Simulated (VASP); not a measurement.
Crystal: Pt.

```
Pt
1.0
     2.55000    0.00000    0.00000
     0.00000    2.55000    0.00000
     0.00000    0.00000    2.55000
Pt
1
Direct
  0.00000 0.00000 0.00000
```

| Item | Value |
| --- | --- |
| Program | VASP 6.6.1 |
| Task | relaxation of cell and atoms |
| Functional | PBEsol |
| Potentials or basis | VASP PAW PBE potentials, release 64 (Pt) |
| Cutoff | 600 eV |
| k mesh | 9 × 9 × 9 |
| Occupations | methfessel-paxton, width 0.05 eV |
| Spin | no spin polarisation |

At the start: pressure 10.5 GPa; volume 16.58 Å³/atom.

Problem. How do energy, volume and symmetry change on relaxing?

Solution. Over 4 steps the energy falls by 24.4 meV/atom and the volume is 17.34 Å³/atom (+4.6 %); space group Pm-3m (No. 221, to 0.05 Å).

Step by step:
```
step  energy change (eV)  largest force (eV/Å)  pressure (GPa)  volume (Å³)
   1              0.0000                0.0000           10.54        16.58
   2              0.1022                0.0000          -18.09        19.34
   3             -0.0243                0.0000           -0.31        17.36
   4             -0.0244                0.0000            0.00        17.34
```

Final structure:
```yaml
crystal:
  lattice:
    - [2.58835, 0.00000, 0.00000]
    - [0.00000, 2.58835, 0.00000]
    - [0.00000, 0.00000, 2.58835]
  atoms:
    - { symbol: Pt, position: [0.00000, 0.00000, 0.00000] }
```

Caveat: the PAW data sets were made with another functional, which shifts forces and pressure a little.
